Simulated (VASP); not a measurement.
Here is a VASP 6.6.1 calculation.

Contents of INCAR:

```
SYSTEM = ZrSi3O8
PREC = Accurate
ENCUT = 520
EDIFF = 1E-6
ISMEAR = 0
SIGMA = 0.1
LREAL = .False.
LASPH = .True.
NELM = 60
ALGO = Normal
ISIF = 2
LWAVE = .False.
LCHARG = .True.
GGA = PE
LELF = .True.
LVHAR = .True.
NBANDS = 48
```

KPOINTS

```
regular mesh
0
Gamma
  4 4 4
  0 0 0
```

Contents of POSCAR:

```
ZrSi3O8
1.0
    3.7641927489     -3.7571153838     -0.0085120088
    3.7641927489      3.7571153838     -0.0085120088
   -0.0157753750      0.0000000000      7.5143277709
Zr Si O
1 3 8
Direct
    0.7916151658      0.2083848342      0.0000000000
    0.2065728288      0.7934271712      0.5000000000
    0.7051372404      0.7046994197      0.2693915834
    0.2953005803      0.2948627596      0.7306084166
    0.5907205213      0.2792314083      0.7866049688
    0.2245313867      0.0712770183      0.5905399249
    0.4288172445      0.7683338931      0.3523939055
    0.7411445214      0.8649971693      0.0857308599
    0.9287229817      0.7754686133      0.4094600751
    0.2316661069      0.5711827555      0.6476060945
    0.1350028307      0.2588554786      0.9142691401
    0.7207685917      0.4092794787      0.2133950312
```

Potentials or basis: VASP PAW PBE potentials, release 64 (Zr_sv, Si, O).

The run is started by

```bash
$ cat potpaw_PBE.64/Zr_sv/POTCAR potpaw_PBE.64/Si/POTCAR potpaw_PBE.64/O/POTCAR > POTCAR
$ mpirun -np 1 vasp_std > vasp.out
```

Task: Predict the band gap on the k mesh.

Result: 5.16 eV, direct.

Task: What does it give for the largest force?

Result: 0.060 eV/Å.

Task: What does it give for the pressure?

Result: 0.0 GPa.

Stress tensor (GPa, compression positive):
```
-0.02  0.00 -0.02
 0.00 -0.02  0.00
-0.02  0.00  0.15
```

A k mesh can miss the band edges. A hybrid or GW would open this gap; PBE tends to underestimate it.
